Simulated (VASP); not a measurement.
# K (Im-3m) in VASP: further runs

Runs on K. Level: PBE. Tasks: single point, relaxation of cell and atoms.

All numbers are computed with VASP 6.6.1; they aren't measurements. Logs are shortened: lines on timing, memory, paths and dates and some standing lists are left out, and cuts for length are marked.

### 1 The cell of the first run

It takes space group Im-3m (No. 229, cubic). The conventional cell has a = 8.266 Å, b = 8.266 Å, c = 8.266 Å, α = 90.00°, β = 90.00°, γ = 90.00°. K (site symmetry 4/mmm) has 4 K at 4.13 Å within 5.4 Å.

### 2 Single point, PBE

INCAR reads:

```
SYSTEM = K
ALGO = Fast
EDIFF = 1E-7
ENCUT = 520
GGA = PE
ISIF = 2
ISMEAR = 0
LASPH = .True.
LCHARG = .False.
LREAL = .False.
LWAVE = .False.
NBANDS = 20
NELM = 100
PREC = Accurate
SIGMA = 0.1
```

KPOINTS reads:

```
k-points
0
Gamma
  8 8 8
  0 0 0
```

POSCAR reads:

```
K
1.0
   -4.1328154705      4.1328154705      4.1328154705
    4.1328154705     -4.1328154705      4.1328154705
    4.1328154705      4.1328154705     -4.1328154705
K
3
Direct
    0.0000000000      0.5000000000      0.5000000000
    0.5000000000      0.0000000000      0.5000000000
    0.5000000000      0.5000000000      0.0000000000
```

Potentials or basis: VASP PAW PBE potentials, release 64 (K_sv).

Run with:

```console
$ cat potpaw_PBE.64/K_sv/POTCAR > POTCAR
$ mpirun -np 1 vasp_std > vasp.out
```

OUTCAR:

```text
SYSTEM = K
   EDIFF = 1E-7
   ENCUT = 520
   GGA = PE
   ISIF = 2
   ISMEAR = 0
   LASPH = .True.
   LREAL = .False.
   NELM = 100
   PREC = Accurate

 ion  position               nearest neighbor table
   1  0.000  0.500  0.500-
   2  0.500  0.000  0.500-
   3  0.500  0.500  0.000-

  LATTYP: Found a body centered cubic cell.
 ALAT       =     8.2656309410

  Lattice vectors:

 A1 = (  -4.1328154705,   4.1328154705,   4.1328154705)
 A2 = (   4.1328154705,  -4.1328154705,   4.1328154705)
 A3 = (   4.1328154705,   4.1328154705,  -4.1328154705)

Analysis of symmetry for initial positions (statically):
=====================================================================
 Subroutine PRICEL returns:
 Original cell was already a primitive cell.

 Routine SETGRP: Setting up the symmetry group for a
 body centered cubic supercell.

 Subroutine GETGRP returns: Found 48 space group operations
 (whereof 48 operations were pure point group operations)
 out of a pool of 48 trial point group operations.

The static configuration has the point symmetry O_h .

Analysis of symmetry for dynamics (positions and initial velocities):
=====================================================================
 Subroutine PRICEL returns:
 Original cell was already a primitive cell.

 Routine SETGRP: Setting up the symmetry group for a
 body centered cubic supercell.

 Subroutine GETGRP returns: Found 48 space group operations
 (whereof 48 operations were pure point group operations)
 out of a pool of 48 trial point group operations.

The dynamic configuration has the point symmetry O_h .

 Subroutine INISYM returns: Found 48 space group operations
 (whereof 48 operations are pure point group operations),
 and found     1 'primitive' translations

----------------------------------------------------------------------------------------

                                     Primitive cell

  volume of cell :     282.3567

  direct lattice vectors                    reciprocal lattice vectors
    -4.132815470  4.132815470  4.132815470     0.000000000  0.120982900  0.120982900
     4.132815470 -4.132815470  4.132815470     0.120982900  0.000000000  0.120982900
     4.132815470  4.132815470 -4.132815470     0.120982900  0.120982900  0.000000000

  length of vectors
     7.158246373  7.158246373  7.158246373     0.171095658  0.171095658  0.171095658

  position of ions in fractional coordinates (direct lattice)
     0.000000000  0.500000000  0.500000000
     0.500000000  0.000000000  0.500000000
     0.500000000  0.500000000  0.000000000

  ion indices of the primitive-cell ions
   primitive index   ion index
                 1           1
                 2           2
                 3           3

----------------------------------------------------------------------------------------

 KPOINTS: k-points

Automatic generation of k-mesh.
 Grid dimensions read from file:
 generate k-points for:    8    8    8

 Generating k-lattice:

  Cartesian coordinates                     Fractional coordinates (reciprocal lattice)
     0.000000000  0.015122862  0.015122862     0.125000000  0.000000000  0.000000000
     0.015122862  0.000000000  0.015122862     0.000000000  0.125000000  0.000000000
     0.015122862  0.015122862  0.000000000     0.000000000  0.000000000  0.125000000

  Length of vectors
     0.021386957  0.021386957  0.021386957

  Shift w.r.t. Gamma in fractional coordinates (k-lattice)
     0.000000000  0.000000000  0.000000000

 Subroutine IBZKPT returns following result:
 ===========================================

 Found     29 irreducible k-points:

 Following reciprocal coordinates:
            Coordinates               Weight
  0.000000  0.000000  0.000000      1.000000
  0.125000  0.000000  0.000000     12.000000
  0.250000  0.000000  0.000000     12.000000
  0.375000  0.000000  0.000000     12.000000
  0.500000  0.000000  0.000000      6.000000
  0.125000  0.125000  0.000000     24.000000
[... 16 lines left out ...]
 -0.250000  0.250000  0.250000      6.000000
 -0.375000  0.375000  0.250000     24.000000
 [... further k-points ...]
   k-points           NKPTS =     29   k-points in BZ     NKDIM =     29   number of bands    NBANDS=     20
   number of dos      NEDOS =    301   number of ions     NIONS =      3
   total plane-waves  NPLWV = 157464
   dimension x,y,z NGX =    54 NGY =   54 NGZ =   54
   dimension x,y,z NGXF=   108 NGYF=  108 NGZF=  108
   ions per type =               3
   NGX,Y,Z   is equivalent  to a cutoff of  12.54, 12.54, 12.54 a.u.
   NGXF,Y,Z  is equivalent  to a cutoff of  25.08, 25.08, 25.08 a.u.
 SYSTEM =  K
   PREC   = accura    normal or accurate (medium, high low for compatibility)
   ISTART =      0    job   : 0-new  1-cont  2-samecut
   ICHARG =      2    charge: 1-file 2-atom 10-const
   ISPIN  =      1    spin polarized calculation?
   LNONCOLLINEAR =      F non collinear calculations
   LSORBIT =      F    spin-orbit coupling
   LASPH  =      T    aspherical Exc in radial PAW
   ENCUT  =  520.0 eV  38.22 Ry    6.18 a.u.  13.31 13.31 13.31*2*pi/ulx,y,z
   NELM   =    100;   NELMIN=  2; NELMDL= -5     # of ELM steps
   EDIFF  = 0.1E-06   stopping-criterion for ELM
   LREAL  =      F    real-space projection
   EDIFFG = 0.1E-05   stopping-criterion for IOM
   NSW    =      0    number of steps for IOM
   IBRION =     -1    ionic relax: 0-MD 1-quasi-New 2-CG
   NFREE  =      0    steps in history (QN), initial steepest desc. (CG)
   ISIF   =      2    stress and relaxation
   ISYM   =      2    0-nonsym 1-usesym 2-fastsym
   POTIM  = 0.5000    time-step for ionic-motion
   TEBEG  =    0.0;   TEEND  =   0.0 temperature during run
   PSTRESS=    0.0 pullay stress
   NELECT =      27.0000    total number of electrons
   NUPDOWN=      -1.0000    fix difference up-down
   EMIN   =  10.00;   EMAX   =-10.00  energy-range for DOS
   EFERMI =   0.00;   METHOD = LEGACY
   ISMEAR =     0;   SIGMA  =   0.10  broadening in eV -4-tet -1-fermi 0-gaus
   EFERMI_NEDOS =   21; number of points for ismear=-14 and -15
   IALGO  =     68    algorithm
   IMIX   =      4    mixing-type and parameters
     AMIX     =   0.40;   BMIX     =  1.00
     AMIX_MAG =   1.60;   BMIX_MAG =  1.00
  volume/ion in A,a.u.               =      94.12       635.15
  Fermi-wavevector in a.u.,A,eV,Ry     =   0.748623  1.414693  7.625209  0.560437
  Thomas-Fermi vector in A             =   1.844954
   LORBIT       =      0    0 simple, 1 ext, 2 COOP (PROOUT), +10 PAW based schemes
   GGA     = PE    functional components
   LHFCALC =     F    Hartree Fock is set to
   AEXX    =    0.0000 exact exchange contribution
   IVDW    =     0    specifies the selected vdW correction
   LEPSILON=     F    determine dielectric tensor
   LRPA    =     F    only Hartree local field effects (RPA)
 non-spin polarized calculation
 RMM-DIIS sequential band-by-band and
 Gauss-broadening in eV      SIGMA  =   0.10
  energy-cutoff  :      520.00
  volume of cell :      282.36
 maximum number of plane-waves:      7707
 NGX is ok and might be reduce to    54
   NGX = 27   NGY = 27   NGZ = 27

 number of electron      27.0000003 magnetization

 Free energy of the ion-electron system (eV)
  ---------------------------------------------------
  ext. energy  EPLUGINS =         0.00000000
  ---------------------------------------------------
  free energy    TOTEN  =        -2.57577009 eV

  energy without entropy =       -2.56176318  energy(sigma->0) =       -2.56876664

 E-fermi :  -0.5543     XC(G=0):  -5.0236

 val. band max:       -0.5872912793   @ k =   0.5000   0.5000   0.3750
 cond. band min:      -0.5369046482   @ k =  -0.3750  -0.3750   0.1250
 fundamental gap:      0.0503866311
 Fermi energy:        -0.5543076642

 k-point     1 :       0.0000    0.0000    0.0000
  band No.  band energies     occupation
      1     -33.0045      2.00000
      2     -32.9939      2.00000
      3     -32.9939      2.00000
      4     -16.5473      2.00000
      5     -16.5473      2.00000
      6     -16.5473      2.00000
[... 12 lines left out ...]
     19       1.8652      0.00000
     20       1.9126      0.00000

 k-point     2 :       0.1250    0.0000    0.0000
  band No.  band energies     occupation
      1     -33.0041      2.00000
      2     -32.9942      2.00000
      3     -32.9939      2.00000
      4     -16.5473      2.00000
      5     -16.5429      2.00000
      6     -16.5427      2.00000
[... 12 lines left out ...]
     19       1.7711      0.00000
     20       2.0422      0.00000

 k-point     3 :       0.2500    0.0000    0.0000
  band No.  band energies     occupation
      1     -33.0031      2.00000
      2     -32.9952      2.00000
      3     -32.9939      2.00000
      4     -16.5474      2.00000
      5     -16.5305      2.00000
      6     -16.5297      2.00000
[... 12 lines left out ...]
     19       1.6953      0.00000
     20       2.1698      0.00000

 k-point     4 :       0.3750    0.0000    0.0000
  band No.  band energies     occupation
      1     -33.0017      2.00000
      2     -32.9966      2.00000
      3     -32.9939      2.00000
      4     -16.5476      2.00000
      5     -16.5118      2.00000
      6     -16.5104      2.00000
[... 12 lines left out ...]
     19       1.8989      0.00000
     20       2.2765      0.00000

 k-point     5 :       0.5000    0.0000    0.0000
  band No.  band energies     occupation
      1     -33.0009      2.00000
      2     -32.9974      2.00000
      3     -32.9939      2.00000
      4     -16.5476      2.00000
      5     -16.4911      2.00000
      6     -16.4883      2.00000
[... 12 lines left out ...]
     19       2.0448      0.00000
     20       2.4469      0.00000
[... 353 lines left out ...]
      6     -16.5308      2.00000
[... 12 lines left out ...]
     19       1.4093      0.00000
     20       2.3086      0.00000

 k-point    22 :       0.2500    0.2500    0.2500
  band No.  band energies     occupation
      1     -32.9974      2.00000
      2     -32.9974      2.00000
      3     -32.9974      2.00000
      4     -16.4897      2.00000
      5     -16.4897      2.00000
      6     -16.4897      2.00000
[... 12 lines left out ...]
     19       2.2618      0.00000
     20       2.7560      0.00000

 k-point    23 :      -0.2500    0.2500    0.2500
  band No.  band energies     occupation
      1     -33.0024      2.00000
      2     -32.9974      2.00000
      3     -32.9925      2.00000
      4     -16.5479      2.00000
      5     -16.5479      2.00000
      6     -16.4909      2.00000
[... 12 lines left out ...]
     19       1.9469      0.00000
     20       2.0891      0.00000

 k-point    24 :      -0.3750    0.3750    0.2500
  band No.  band energies     occupation
      1     -33.0015      2.00000
      2     -32.9987      2.00000
      3     -32.9919      2.00000
      4     -16.5483      2.00000
      5     -16.5439      2.00000
      6     -16.5129      2.00000
[... 12 lines left out ...]
     19       1.5457      0.00000
     20       2.0384      0.00000

 [... further k-points ...]

------------------------ aborting loop because EDIFF is reached ----------------------------------------

  FORCE on cell =-STRESS in cart. coord.  units (eV):
  Direction    XX          YY          ZZ          XY          YZ          ZX
  --------------------------------------------------------------------------------------
  -------------------------------------------------------------------------------------
  Total       -0.0096932     -0.0096932     -0.0096932     -0.0000000     -0.0000000     -0.0000000
  in kB       -0.0550024     -0.0550024     -0.0550024     -0.0000000     -0.0000000     -0.0000000
  external PRESSURE =      -0.0550024 kB  Pullay stress =       0.0000000 kB

 VOLUME and BASIS-vectors are now :
 -----------------------------------------------------------------------------
  energy-cutoff  :      520.00
  volume of cell :      282.36
      direct lattice vectors                 reciprocal lattice vectors
    -4.132815470  4.132815470  4.132815470     0.000000000  0.120982900  0.120982900
     4.132815470 -4.132815470  4.132815470     0.120982900  0.000000000  0.120982900
     4.132815470  4.132815470 -4.132815470     0.120982900  0.120982900  0.000000000

 POSITION                                       TOTAL-FORCE (eV/Angst)
 -----------------------------------------------------------------------------------
      4.13282      0.00000      0.00000        -0.000000     -0.000000      0.000000
      0.00000      4.13282      0.00000        -0.000000     -0.000000     -0.000000
      0.00000      0.00000      4.13282         0.000000      0.000000      0.000000
 -----------------------------------------------------------------------------------
    total drift:                                0.000000      0.000000     -0.000000

  FREE ENERGIE OF THE ION-ELECTRON SYSTEM (eV)
  ---------------------------------------------------
  free  energy   TOTEN  =        -2.5757700917 eV

  energy  without entropy=       -2.5617631811  energy(sigma->0) =       -2.56876664
```

It took 6.6 min on 1 thread of Oxide Virtual Turin-like, shared host; peak memory 0.42 GiB.

What came out:

```
Free energy : -2.5758 eV
Pressure    : 0.0 GPa
```

### 3 Single point, PBE

INCAR reads:

```
PREC = Accurate
ENCUT = 520
EDIFF = 1E-7
ISMEAR = 0
SIGMA = 0.1
LREAL = F
LASPH = T
NELM = 60
ALGO = Fast
ISIF = 2
LWAVE = F
LCHARG = F
GGA = PE
NBANDS = 20
```

KPOINTS reads:

```
regular mesh
0
Gamma
  8 8 8
```

POSCAR is that of step 2.

Potentials or basis: VASP PAW PBE potentials, release 64 (K_sv).

Run with:

```console
$ cat potpaw_PBE.64/K_sv/POTCAR > POTCAR
$ mpirun -np 1 vasp_std > vasp.out
```

It took 5.8 min on 1 thread of Oxide Virtual Turin-like, shared host; peak memory 0.42 GiB.

It converged, with:

```yaml
Free_energy: -2.5758 eV
Pressure: 0.0 GPa
```

Levels at points of the mesh, in eV from the Fermi level:
| k point | band 9 | band 10 | band 11 | band 12 | band 13 | band 14 | band 15 | band 16 | band 17 | band 18 |
| --- | --- | --- | --- | --- | --- | --- | --- | --- | --- | --- |
| (0.00, 0.00, 0.00) | -15.90 | -15.87 | -15.87 | -15.87 | -1.87 | 1.49 | 1.49 | 1.49 | 2.40 | 2.41 |
| (0.50, 0.00, 0.00) | -15.90 | -15.90 | -15.90 | -15.87 | -0.82 | -0.52 | 1.19 | 1.23 | 1.48 | 1.70 |
| (0.50, 0.50, 0.50) | -15.90 | -15.87 | -15.87 | -15.87 | 0.12 | 0.12 | 0.50 | 0.50 | 0.50 | 0.85 |

### 4 Relaxation of cell and atoms, PBE

This run uses another cell than the first one, of 90.85 Å³/atom, 0.965 times its volume.

INCAR reads:

```
ALGO = Fast
EDIFF = 1E-7
EDIFFG = -0.01
ENCUT = 600
GGA = PE
IBRION = 2
ISIF = 3
ISMEAR = 0
LASPH = True
LCHARG = False
LREAL = False
LWAVE = False
NELM = 60
NSW = 100
PREC = Accurate
SIGMA = 0.1
```

KPOINTS reads:

```
k-points
0
Gamma
  8 8 8
```

POSCAR reads:

```
K
1.0
   -4.0843522228      4.0843522228      4.0843522228
    4.0843522228     -4.0843522228      4.0843522228
    4.0843522228      4.0843522228     -4.0843522228
K
3
Direct
    0.0000000000      0.5000000000      0.5000000000
    0.5000000000      0.0000000000      0.5000000000
    0.5000000000      0.5000000000      0.0000000000
```

Run with:

```console
$ cat potpaw_PBE.64/K_sv/POTCAR > POTCAR
$ mpirun -np 1 vasp_std > vasp.out
```

Run time: 33 min. Hardware: 1 thread of Oxide Virtual Turin-like, shared host; peak memory 0.55 GiB.

Results (log left out):

| Item | Value |
| --- | --- |
| Free energy | -2.5758 eV |
| Relaxed volume | 94.16 Å³/atom |
| Relaxed cell | a = 7.159 Å, b = 7.159 Å, c = 7.159 Å, α = 109.47°, β = 109.47°, γ = 109.47° |
| Space group after relaxing (to 0.05 Å) | Im-3m (No. 229) |
| Energy gained by relaxing | 0.7 meV/atom |
| Ionic steps | 5 |
| Pressure after relaxing | 0.0 GPa |

Step by step:
```csv
step,energy change (eV),largest force (eV/Å),pressure (GPa),volume (Å³)
1,0.0000,0.0000,0.07,272.54
2,-0.0007,0.0000,0.07,274.19
3,-0.0020,0.0000,0.02,279.19
4,-0.0012,0.0000,-0.05,289.38
5,-0.0022,0.0000,0.00,282.49
```

Final structure:
```
CELL_PARAMETERS angstrom
-4.13346 4.13346 4.13346
4.13346 -4.13346 4.13346
4.13346 4.13346 -4.13346
ATOMIC_POSITIONS crystal
K 0.00000 0.50000 0.50000
K 0.50000 0.00000 0.50000
K 0.50000 0.50000 0.00000
```

Levels at points of the mesh, in eV from the Fermi level:
```tsv
k point	band 11	band 12	band 13	band 14	band 15	band 16
(0.00, 0.00, 0.00)	-15.87	-15.87	-1.86	1.49	1.49	1.49
(0.50, 0.00, 0.00)	-15.90	-15.87	-0.82	-0.52	1.19	1.23
(0.50, 0.50, 0.50)	-15.87	-15.87	0.12	0.12	0.50	0.50
```
